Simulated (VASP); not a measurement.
Wanted: the native input for a VASP 6.6.1 run.

* Task: single point
* Functional: PBE
* Potentials or basis: VASP PAW PBE potentials, release 64 (Ta_pv, N)
* Cutoff: 520 eV
* k mesh: 9 × 9 × 9
* Occupations: fermi-dirac, width 0.02 eV
* Spin: no spin polarisation
* Dipole correction: no
* Further INCAR settings: ALGO = Normal; EDIFF = 1e-07; NBANDS = 15

The structure of TaN lies in POSCAR:

```
TaN
1.0
   -0.0435800000      2.1572100000      2.1572100000
    2.1572100000     -0.0435800000      2.1572100000
    2.1572100000      2.1572100000     -0.0435800000
Ta N
1 1
Direct
    0.5000000000      0.5000000000      0.5000000000
    0.0000000000      0.0000000000      0.0000000000
```

This cell differs from its parent crystal: equal xy, yz and zx shear strains of -2 %.

The input as run:

INCAR

```
  PREC = Accurate
  ENCUT = 520
  EDIFF = 1E-7
  ISMEAR = -1
  SIGMA = 0.02
  LREAL = False
  LASPH = True
  NELM = 80
  ALGO = Normal
  ISIF = 2
  LWAVE = False
  LCHARG = True
  GGA = PE
  LELF = True
  LVHAR = True
  NBANDS = 15
```

KPOINTS

```
regular mesh
0
Gamma
  9 9 9
```

Potentials or basis: VASP PAW PBE potentials, release 64 (Ta_pv, N).

Run with:

```console
$ cat potpaw_PBE.64/Ta_pv/POTCAR potpaw_PBE.64/N/POTCAR > POTCAR
$ mpirun -np 1 vasp_std > vasp.out
```

Results of the run:

The pressure is 15.6 GPa and the band gap on the k mesh is zero (band 8 reaches 11.53 eV, above the bottom of band 9 at 7.51 eV).

Caveat: the cell differs from its parent crystal (equal xy, yz and zx shear strains of -2 %); spin-orbit coupling is left out, which moves the levels of the heavy elements.

It took 12 s on 1 thread of Intel(R) Xeon(R) Platinum 8488C (Sapphire Rapids), on a shared host, peak memory 0.15 GiB.
